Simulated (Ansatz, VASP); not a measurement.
**Two plane-wave programs on PbI2**

```
Pb I
1.0
     4.55500    0.00000    0.00000
    -2.27750    3.94475    0.00000
     0.00000    0.00000    6.97700
Pb I
1 2
Cartesian
  0.0000 0.0000 0.0000
  0.0000 2.6298 1.8489
  2.2775 1.3149 5.1281
```

Alike in both runs: task electric field gradients; functional PBE; k mesh 10 × 10 × 6; occupations fermi-dirac, width 0.02 eV; no spin polarisation.

```csv
,VASP,Ansatz
version,VASP 6.6.1,Ansatz 0.2.0
potentials or method,"VASP PAW PBE potentials, release 64 (Pb_d, I)","PAW with Ansatz's default frozen-core files, scalar-relativistic"
plane-wave cutoff (eV),400,420
valence electrons in the cell,28,48
```

|  | VASP | Ansatz | Ansatz less VASP |
| --- | --- | --- | --- |
| gap on the k mesh at the Fermi level (eV) | 2.22 | 2.22 | 0.000 |
| pressure (GPa) | 1.8 | 1.8 | +0.03 |
| traceless stress, the component that is largest in VASP (GPa) | 0.05 | 0.05 | 0.000 |
| rms of the force components (eV/Å) | 0.081 | 0.081 | +0.0002 |

Atom by atom the forces differ by 0.000 eV/Å (rms over components). VASP's potentials hold 28 valence electrons a cell and Ansatz's 48, so a difference there can come from the potentials and not from the codes.

Neither program's run includes spin-orbit coupling.
